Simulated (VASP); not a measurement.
# Mo (Im-3m) in VASP: further runs

Mo is run at these levels: r2SCAN; tasks: single point, relaxation of volume and atoms at fixed shape.

All numbers are computed with VASP 6.6.1; they aren't measurements. Logs are shortened: lines on timing, memory, paths and dates and some standing lists are left out, and cuts for length are marked.

## Step 1: The cell of the first run

It takes space group Im-3m (No. 229, cubic). The conventional cell has a = 3.150 Å, b = 3.150 Å, c = 3.150 Å, α = 90.00°, β = 90.00°, γ = 90.00°. Mo (site symmetry m-3m) has 14 Mo at 2.73 to 3.15 Å within 3.6 Å.

## Step 2: Single point, r2SCAN

File POSCAR:

```
Mo
1.0
   -1.5748544477      1.5748544477      1.5748544477
    1.5748544477     -1.5748544477      1.5748544477
    1.5748544477      1.5748544477     -1.5748544477
Mo
1
Direct
    0.0000000000      0.0000000000      0.0000000000
```

File INCAR.step1:

```
PREC = Accurate
ENCUT = 520
ISMEAR = -1
SIGMA = 0.05
LREAL = F
LASPH = T
NELM = 80
NBANDS = 13
GGA = PE
ALGO = Normal
EDIFF = 1E-4
LWAVE = T
LCHARG = F
```

File INCAR.step2:

```
PREC = Accurate
ENCUT = 520
EDIFF = 1E-6
ISMEAR = -1
SIGMA = 0.05
LREAL = F
LASPH = T
NELM = 80
ALGO = Normal
ISIF = 2
LWAVE = F
LCHARG = F
METAGGA = R2SCAN
LMIXTAU = T
NBANDS = 13
ISTART = 1
```

File KPOINTS:

```
regular mesh
0
Gamma
  10 10 10
```

Potentials or basis: VASP PAW PBE potentials, release 64 (Mo_sv).

Command:

```console
$ cat potpaw_PBE.64/Mo_sv/POTCAR > POTCAR
$ cp INCAR.step1 INCAR
$ mpirun -np 1 vasp_std > vasp.out
$ cp INCAR.step2 INCAR
$ mpirun -np 1 vasp_std > vasp.out
```

OUTCAR:

```text
PREC = Accurate
   ENCUT = 520
   EDIFF = 1E-6
   ISMEAR = -1
   LREAL = F
   LASPH = T
   NELM = 80
   ISIF = 2
   METAGGA = R2SCAN
   ISTART = 1

 ion  position               nearest neighbor table
   1  0.000  0.000  0.000-

  LATTYP: Found a body centered cubic cell.
 ALAT       =     3.1497088954

  Lattice vectors:

 A1 = (  -1.5748544477,   1.5748544477,   1.5748544477)
 A2 = (   1.5748544477,  -1.5748544477,   1.5748544477)
 A3 = (   1.5748544477,   1.5748544477,  -1.5748544477)

Analysis of symmetry for initial positions (statically):
=====================================================================
 Subroutine PRICEL returns:
 Original cell was already a primitive cell.

 Routine SETGRP: Setting up the symmetry group for a
 body centered cubic supercell.

 Subroutine GETGRP returns: Found 48 space group operations
 (whereof 48 operations were pure point group operations)
 out of a pool of 48 trial point group operations.

The static configuration has the point symmetry O_h .

Analysis of symmetry for dynamics (positions and initial velocities):
=====================================================================
 Subroutine PRICEL returns:
 Original cell was already a primitive cell.

 Routine SETGRP: Setting up the symmetry group for a
 body centered cubic supercell.

 Subroutine GETGRP returns: Found 48 space group operations
 (whereof 48 operations were pure point group operations)
 out of a pool of 48 trial point group operations.

The dynamic configuration has the point symmetry O_h .

 Subroutine INISYM returns: Found 48 space group operations
 (whereof 48 operations are pure point group operations),
 and found     1 'primitive' translations

----------------------------------------------------------------------------------------

                                     Primitive cell

  volume of cell :      15.6236

  direct lattice vectors                    reciprocal lattice vectors
    -1.574854448  1.574854448  1.574854448     0.000000000  0.317489658  0.317489658
     1.574854448 -1.574854448  1.574854448     0.317489658  0.000000000  0.317489658
     1.574854448  1.574854448 -1.574854448     0.317489658  0.317489658  0.000000000

  length of vectors
     2.727727918  2.727727918  2.727727918     0.448998180  0.448998180  0.448998180

  position of ions in fractional coordinates (direct lattice)
     0.000000000  0.000000000  0.000000000

  ion indices of the primitive-cell ions
   primitive index   ion index
                 1           1

----------------------------------------------------------------------------------------

 KPOINTS: regular mesh

Automatic generation of k-mesh.
 Grid dimensions read from file:
 generate k-points for:   10   10   10

 Generating k-lattice:

  Cartesian coordinates                     Fractional coordinates (reciprocal lattice)
     0.000000000  0.031748966  0.031748966     0.100000000  0.000000000  0.000000000
     0.031748966  0.000000000  0.031748966     0.000000000  0.100000000  0.000000000
     0.031748966  0.031748966  0.000000000     0.000000000  0.000000000  0.100000000

  Length of vectors
     0.044899818  0.044899818  0.044899818

  Shift w.r.t. Gamma in fractional coordinates (k-lattice)
     0.000000000  0.000000000  0.000000000

 Subroutine IBZKPT returns following result:
 ===========================================

 Found     47 irreducible k-points:

 Following reciprocal coordinates:
            Coordinates               Weight
  0.000000  0.000000  0.000000      1.000000
  0.100000  0.000000  0.000000     12.000000
  0.200000  0.000000  0.000000     12.000000
  0.300000  0.000000  0.000000     12.000000
  0.400000  0.000000  0.000000     12.000000
  0.500000  0.000000  0.000000      6.000000
[... 16 lines left out ...]
  0.300000  0.300000  0.100000      8.000000
 -0.300000  0.300000  0.100000     24.000000
 [... further k-points ...]
   k-points           NKPTS =     47   k-points in BZ     NKDIM =     47   number of bands    NBANDS=     13
   number of dos      NEDOS =    301   number of ions     NIONS =      1
   total plane-waves  NPLWV =   8000
   dimension x,y,z NGX =    20 NGY =   20 NGZ =   20
   dimension x,y,z NGXF=    40 NGYF=   40 NGZF=   40
   ions per type =               1
   NGX,Y,Z   is equivalent  to a cutoff of  12.19, 12.19, 12.19 a.u.
   NGXF,Y,Z  is equivalent  to a cutoff of  24.38, 24.38, 24.38 a.u.
 SYSTEM =  unknown system
   PREC   = accura    normal or accurate (medium, high low for compatibility)
   ISTART =      1    job   : 0-new  1-cont  2-samecut
   ICHARG =      0    charge: 1-file 2-atom 10-const
   ISPIN  =      1    spin polarized calculation?
   LNONCOLLINEAR =      F non collinear calculations
   LSORBIT =      F    spin-orbit coupling
   LASPH  =      T    aspherical Exc in radial PAW
   ENCUT  =  520.0 eV  38.22 Ry    6.18 a.u.   5.07  5.07  5.07*2*pi/ulx,y,z
   NELM   =     80;   NELMIN=  2; NELMDL=  0     # of ELM steps
   EDIFF  = 0.1E-05   stopping-criterion for ELM
   LREAL  =      F    real-space projection
   EDIFFG = 0.1E-04   stopping-criterion for IOM
   NSW    =      0    number of steps for IOM
   IBRION =     -1    ionic relax: 0-MD 1-quasi-New 2-CG
   NFREE  =      0    steps in history (QN), initial steepest desc. (CG)
   ISIF   =      2    stress and relaxation
   ISYM   =      2    0-nonsym 1-usesym 2-fastsym
   POTIM  = 0.5000    time-step for ionic-motion
   TEBEG  =    0.0;   TEEND  =   0.0 temperature during run
   PSTRESS=    0.0 pullay stress
   NELECT =      14.0000    total number of electrons
   NUPDOWN=      -1.0000    fix difference up-down
   EMIN   =  10.00;   EMAX   =-10.00  energy-range for DOS
   EFERMI =   0.00;   METHOD = LEGACY
   ISMEAR =    -1;   SIGMA  =   0.05  broadening in eV -4-tet -1-fermi 0-gaus
   EFERMI_NEDOS =   21; number of points for ismear=-14 and -15
   IALGO  =     38    algorithm
   IMIX   =      4    mixing-type and parameters
     AMIX     =   0.40;   BMIX     =  1.00
     AMIX_MAG =   1.60;   BMIX_MAG =  1.00
  volume/ion in A,a.u.               =      15.62       105.43
  Fermi-wavevector in a.u.,A,eV,Ry     =   1.578303  2.982560 33.892668  2.491041
  Thomas-Fermi vector in A             =   2.678854
   LORBIT       =      0    0 simple, 1 ext, 2 COOP (PROOUT), +10 PAW based schemes
   METAGGA = R2SCAN    functional components
   LHFCALC =     F    Hartree Fock is set to
   AEXX    =    0.0000 exact exchange contribution
   IVDW    =     0    specifies the selected vdW correction
   LEPSILON=     F    determine dielectric tensor
   LRPA    =     F    only Hartree local field effects (RPA)
 non-spin polarized calculation
  energy-cutoff  :      520.00
  volume of cell :       15.62
 maximum number of plane-waves:       435
   NGX = 11   NGY = 11   NGZ = 11

 number of electron      14.0000002 magnetization

 Free energy of the ion-electron system (eV)
  ---------------------------------------------------
  ext. energy  EPLUGINS =         0.00000000
  ---------------------------------------------------
  free energy    TOTEN  =       -26.06025476 eV

  energy without entropy =      -26.05089516  energy(sigma->0) =      -26.05557496

 E-fermi :  12.6882     XC(G=0): -14.6363

 val. band max:       12.6632579635   @ k =  -0.2000   0.2000   0.1000
 cond. band min:      12.6892593493   @ k =  -0.2000   0.2000   0.1000
 fundamental gap:      0.0260013858
 Fermi energy:        12.6882082414

 k-point     1 :       0.0000    0.0000    0.0000
  band No.  band energies     occupation
      1     -50.6438      2.00000
      2     -23.1161      2.00000
      3     -23.1161      2.00000
      4     -23.1161      2.00000
      5       4.8958      2.00000
      6      11.1453      2.00000
      7      11.1453      2.00000
      8      11.1453      2.00000
      9      14.4794      0.00000
     10      14.4794      0.00000
     11      28.0572      0.00000
     12      28.0573      0.00000
     13      28.0573      0.00000

 k-point     2 :       0.1000    0.0000    0.0000
  band No.  band energies     occupation
      1     -50.6163      2.00000
      2     -23.2703      2.00000
      3     -23.1634      2.00000
      4     -23.1173      2.00000
      5       5.3513      2.00000
      6      10.8889      2.00000
      7      11.0883      2.00000
      8      11.5770      2.00000
      9      14.1351      0.00000
     10      14.4859      0.00000
     11      28.3687      0.00000
     12      28.8309      0.00000
     13      28.8819      0.00000

 k-point     3 :       0.2000    0.0000    0.0000
  band No.  band energies     occupation
      1     -50.5438      2.00000
      2     -23.6629      2.00000
      3     -23.2853      2.00000
      4     -23.1204      2.00000
      5       6.4631      2.00000
      6      10.2805      2.00000
      7      10.8774      2.00000
      8      12.8113      0.15725
      9      13.8092      0.00000
     10      14.5546      0.00000
     11      28.5280      0.00000
     12      29.8613      0.00000
     13      30.9599      0.00000
[... 305 lines left out ...]
 k-point    23 :       0.3000    0.3000    0.1000
  band No.  band energies     occupation
      1     -50.3256      2.00000
      2     -24.0830      2.00000
      3     -24.0830      2.00000
      4     -23.4452      2.00000
      5       8.6607      2.00000
      6      10.2088      2.00000
      7      10.2088      2.00000
      8      15.1118      0.00000
      9      15.1118      0.00000
     10      23.0728      0.00000
     11      23.5551      0.00000
     12      23.5551      0.00000
     13      28.0506      0.00000

 k-point    24 :      -0.3000    0.3000    0.1000
  band No.  band energies     occupation
      1     -50.4307      2.00000
      2     -24.1069      2.00000
      3     -23.4857      2.00000
      4     -23.2362      2.00000
      5       7.6482      2.00000
      6      10.0575      2.00000
      7      10.8322      2.00000
      8      13.1854      0.00010
      9      14.5024      0.00000
     10      15.5171      0.00000
     11      27.5260      0.00000
     12      29.0962      0.00000
     13      33.4160      0.00000

 [... further k-points ...]
[... 5 lines left out ...]
  --------------------------------------------------------------------------------------
  -------------------------------------------------------------------------------------
  Total        0.1074519      0.1074519      0.1074519      0.0000000      0.0000000      0.0000000
  in kB       11.0190295     11.0190295     11.0190295      0.0000000      0.0000000      0.0000000
  external PRESSURE =      11.0190295 kB  Pullay stress =       0.0000000 kB

 VOLUME and BASIS-vectors are now :
 -----------------------------------------------------------------------------
  energy-cutoff  :      520.00
  volume of cell :       15.62
      direct lattice vectors                 reciprocal lattice vectors
    -1.574854448  1.574854448  1.574854448     0.000000000  0.317489658  0.317489658
     1.574854448 -1.574854448  1.574854448     0.317489658  0.000000000  0.317489658
     1.574854448  1.574854448 -1.574854448     0.317489658  0.317489658  0.000000000

 POSITION                                       TOTAL-FORCE (eV/Angst)
 -----------------------------------------------------------------------------------
      0.00000      0.00000      0.00000         0.000000     -0.000000      0.000000
 -----------------------------------------------------------------------------------
    total drift:                                0.000000     -0.000000      0.000000

  FREE ENERGIE OF THE ION-ELECTRON SYSTEM (eV)
  ---------------------------------------------------
  free  energy   TOTEN  =       -26.0602547630 eV

  energy  without entropy=      -26.0508951632  energy(sigma->0) =      -26.05557496
```

It took 60 s on 1 thread of Intel Xeon 8259CL, shared host; peak memory 0.13 GiB.

What came out:

```
Free energy            : -26.0603 eV
Pressure               : 1.1 GPa
Band gap on the k mesh : zero (band 7 reaches 16.72 eV, above the bottom of band 8 at 11.15 eV)
```

Caveat: the PAW data sets were made with another functional, which shifts forces and pressure a little.

## Step 3: Relaxation of volume and atoms at fixed shape, r2SCAN

This run uses another cell than the first one, of 15.58 Å³/atom, 0.997 times its volume.

File POSCAR:

```
Mo
1.0
   -1.5734150000      1.5734150000      1.5734150000
    1.5734150000     -1.5734150000      1.5734150000
    1.5734150000      1.5734150000     -1.5734150000
Mo
1
Direct
    0.0000000000      0.0000000000      0.0000000000
```

File INCAR.step1:

```
SYSTEM = Mo
PREC = Accurate
ENCUT = 600
ISMEAR = -1
SIGMA = 0.05
LREAL = .False.
LASPH = .True.
NELM = 80
GGA = PE
ALGO = Normal
EDIFF = 1E-4
LWAVE = .True.
LCHARG = .False.
```

File INCAR.step2:

```
SYSTEM = Mo
PREC = Accurate
ENCUT = 600
EDIFF = 1E-7
ISMEAR = -1
SIGMA = 0.05
LREAL = .False.
LASPH = .True.
NELM = 80
ALGO = Normal
ISIF = 8
LWAVE = .False.
LCHARG = .False.
METAGGA = R2SCAN
LMIXTAU = .True.
IBRION = 2
NSW = 60
EDIFFG = -0.01
ISTART = 1
```

File KPOINTS:

```
Automatic mesh
0
Gamma
  10 10 10
  0 0 0
```

Potentials or basis: VASP PAW PBE potentials, release 64 (Mo_sv).

Command:

```console
$ cat potpaw_PBE.64/Mo_sv/POTCAR > POTCAR
$ cp INCAR.step1 INCAR
$ mpirun -np 1 vasp_std > vasp.out
$ cp INCAR.step2 INCAR
$ mpirun -np 1 vasp_std > vasp.out
```

OUTCAR:

```text
SYSTEM = Mo
   PREC = Accurate
   ENCUT = 600
   EDIFF = 1E-7
   ISMEAR = -1
   LREAL = .False.
   LASPH = .True.
   NELM = 80
   ISIF = 8
   METAGGA = R2SCAN
   IBRION = 2
   NSW = 60
   EDIFFG = -0.01
   ISTART = 1

 ion  position               nearest neighbor table
   1  0.000  0.000  0.000-

  LATTYP: Found a body centered cubic cell.
 ALAT       =     3.1468300000

  Lattice vectors:

 A1 = (  -1.5734150000,   1.5734150000,   1.5734150000)
 A2 = (   1.5734150000,  -1.5734150000,   1.5734150000)
 A3 = (   1.5734150000,   1.5734150000,  -1.5734150000)

Analysis of symmetry for initial positions (statically):
=====================================================================
 Subroutine PRICEL returns:
 Original cell was already a primitive cell.

[... 250 lines left out ...]
 val. band max:       12.5968353001   @ k =  -0.2000   0.2000   0.1000
 cond. band min:      12.6265847236   @ k =  -0.2000   0.2000   0.2000
 fundamental gap:      0.0297494235
 Fermi energy:        12.6205132578

 k-point     1 :       0.0000    0.0000    0.0000
  band No.  band energies     occupation
      1     -50.7098      2.00000
      2     -23.1921      2.00000
      3     -23.1921      2.00000
      4     -23.1921      2.00000
      5       4.8427      2.00000
      6      11.0868      2.00000
      7      11.0868      2.00000
      8      11.0868      2.00000
      9      14.4066      0.00000
     10      14.4066      0.00000
     11      27.9856      0.00000
[... 309 lines left out ...]
 k-point    24 :      -0.3000    0.3000    0.1000
  band No.  band energies     occupation
      1     -50.5001      2.00000
      2     -24.1703      2.00000
      3     -23.5572      2.00000
      4     -23.3106      2.00000
      5       7.5946      2.00000
      6      10.0053      2.00000
      7      10.7726      2.00000
      8      13.1178      0.00010
      9      14.4257      0.00000
     10      15.4352      0.00000
     11      27.4330      0.00000

 [... further k-points ...]
[... 5 lines left out ...]
  --------------------------------------------------------------------------------------
  -------------------------------------------------------------------------------------
  Total       -0.0004054     -0.0004054     -0.0004054      0.0000000      0.0000000     -0.0000000
  in kB       -0.0414059     -0.0414059     -0.0414059      0.0000000      0.0000000     -0.0000000
  external PRESSURE =      -0.0414059 kB  Pullay stress =       0.0000000 kB
[... 16 lines left out ...]
  FREE ENERGIE OF THE ION-ELECTRON SYSTEM (eV)
  ---------------------------------------------------
  free  energy   TOTEN  =       -26.0586656728 eV

  energy  without entropy=      -26.0491939962  energy(sigma->0) =      -26.05392983

 reached required accuracy - stopping structural energy minimisation
```

Wall time 3.3 min (1 thread of Intel Xeon 8259CL, shared host); peak memory 0.16 GiB.

What came out:

- Free energy: -26.0587 eV
- Relaxed volume: 15.69 Å³/atom
- Relaxed cell: a = 2.731 Å, b = 2.731 Å, c = 2.731 Å, α = 109.47°, β = 109.47°, γ = 109.47°
- Space group after relaxing (to 0.05 Å): Im-3m (No. 229)
- Energy gained by relaxing: 0.6 meV/atom
- Ionic steps: 3
- Pressure after relaxing: 0.0 GPa
- Band gap on the k mesh: zero (band 7 reaches 16.63 eV, above the bottom of band 8 at 11.09 eV)

Step by step:
| step | energy change (eV) | largest force (eV/Å) | pressure (GPa) | volume (Å³) |
| --- | --- | --- | --- | --- |
| 1 | 0.0000 | 0.0000 | 1.80 | 15.58 |
| 2 | 0.0037 | 0.0000 | -4.65 | 15.98 |
| 3 | -0.0006 | 0.0000 | 0.00 | 15.69 |

Final structure:
```
Mo
1.0
    -1.57698    1.57698    1.57698
     1.57698   -1.57698    1.57698
     1.57698    1.57698   -1.57698
Mo
1
Direct
  0.00000 0.00000 0.00000
```

Caveat: the PAW data sets were made with another functional, which shifts forces and pressure a little.
